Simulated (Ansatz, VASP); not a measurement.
# Two plane-wave programs on InP

The input INCAR:

```
SYSTEM = InP
PREC = Accurate
ENCUT = 500
EDIFF = 1E-6
ISMEAR = 0
SIGMA = 0.05
LREAL = .FALSE.
LASPH = .TRUE.
NELM = 120
ALGO = Normal
ISIF = 2
LWAVE = .FALSE.
LCHARG = .FALSE.
GGA = PS
NBANDS = 16
GGA_COMPAT = .FALSE.
```

KPOINTS

```
Automatic mesh
0
G
  6 6 6
  0 0 0
```

File POSCAR:

```
InP
1.0
    0.0000000000      2.9538133435      2.9538133435
    2.9538133435      0.0000000000      2.9538133435
    2.9538133435      2.9538133435      0.0000000000
In P
1 1
Direct
    0.0000000000      0.0000000000      0.0000000000
    0.2500000000      0.2500000000      0.2500000000
```

Input for Ansatz:

```yaml
crystal:
  lattice:
    - [0.0, 2.9538133435, 2.9538133435]
    - [2.9538133435, 0.0, 2.9538133435]
    - [2.9538133435, 2.9538133435, 0.0]
  atoms:
    - { symbol: In, position: [0.0, 0.0, 0.0] }
    - { symbol: P, position: [0.25, 0.25, 0.25] }
kpoints:
  mp_grid: { grid: [6, 6, 6] }
hamiltonian:
  xc: pbesol
scf:
  occupations: { method: gaussian, width: 0.05 }
  n_extra_bands: 4
output:
  forces: true
  stress: true
  eigenvalues: true
```

Alike in both runs: task single point; functional PBEsol; k mesh 6 × 6 × 6; occupations gaussian, width 0.05 eV; no spin polarisation.

|  | VASP | Ansatz |
| --- | --- | --- |
| version | VASP 6.6.1 | Ansatz 0.2.0 |
| potentials or method | VASP PAW PBE potentials, release 64 (In_d, P) | plane waves |
| plane-wave cutoff (eV) | 500 | 420 |
| valence electrons in the cell | 18 | 18 |

```tsv
	VASP	Ansatz	Ansatz less VASP
gap on the k mesh at the Fermi level (eV)	0.48	0.49	+0.002
pressure (GPa)	-1.0	-1.0	+0.01
```

VASP's potentials were made for PBE, not for PBEsol. The functional is the same, so the differences come from potentials, cutoffs and numerics.
